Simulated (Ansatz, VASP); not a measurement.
**C: VASP beside Ansatz**

INCAR

```
  ALGO = Normal
  EDIFF = 1E-7
  ENCUT = 520
  ISIF = 2
  ISMEAR = 0
  LASPH = True
  LCHARG = True
  LELF = True
  LREAL = False
  LVHAR = True
  LWAVE = False
  NBANDS = 11
  NELM = 60
  PREC = Accurate
  SIGMA = 0.05
```

File KPOINTS:

```
k-points
0
Gamma
  14 14 8
```

Contents of POSCAR:

```
C
1.0
    2.1172982844     -1.2225790160     -0.0268779503
    2.1172982844      1.2222890778      0.0036829009
   -1.3916690928      0.0417162740      3.3373019203
C
2
Direct
    0.8333830096      0.8333830096      0.0001497828
    0.1666169904      0.1666169904      0.9998502172
```

Input for Ansatz:

```yaml
crystal:
  lattice:
    - [2.1172982844, -1.222579016, -0.0268779503]
    - [2.1172982844, 1.2222890778, 0.0036829009]
    - [-1.3916690928, 0.041716274, 3.3373019203]
  atoms:
    - { symbol: C, position: [0.8333830096, 0.8333830096, 0.0001497828] }
    - { symbol: C, position: [0.1666169904, 0.1666169904, 0.9998502172] }
basis:
  ecutwfc: 420
kpoints:
  mp_grid: { grid: [14, 14, 8] }
hamiltonian:
  xc: lda
scf:
  occupations: { method: gaussian, width: 0.05 }
output:
  forces: true
  stress: true
  eigenvalues: true
```

Change from the starting cell: strain +0.0250 x Voigt [0, 0, 0, 1, 0, 0], atoms carried along.

Alike in both runs: task single point; functional LDA; k mesh 14 × 14 × 8; occupations gaussian, width 0.05 eV; no spin polarisation.

|  | VASP | Ansatz |
| --- | --- | --- |
| version | VASP 6.6.1 | Ansatz 0.2.0 |
| potentials or method | VASP PAW LDA potentials, release 64 (C), cutoff 520 eV | scalar-relativistic, plane waves, PAW |
| valence electrons in the cell | 8 | 8 |

Ansatz gave:

| Item | Value |
| --- | --- |
| gap on the k mesh at the Fermi level (eV) | 0.57 |
| least direct gap on the mesh (eV) | 0.62 |
| pressure (GPa) | 0.0 |
| traceless stress, the component that is largest in VASP (GPa) | 0.04 |
| rms of the force components (eV/Å) | 0.003 |

Task: Estimate VASP's values.

Result: gap on the k mesh at the Fermi level (eV): 0.57; least direct gap on the mesh (eV): 0.62; pressure (GPa): 0.8; traceless stress, the component that is largest in VASP (GPa): -0.89; rms of the force components (eV/Å): 0.003.

LDA's correlation is that of Perdew and Zunger in VASP and of Perdew and Wang (1992) in Ansatz. Atom by atom the forces differ by 0.000 eV/Å (rms over components).
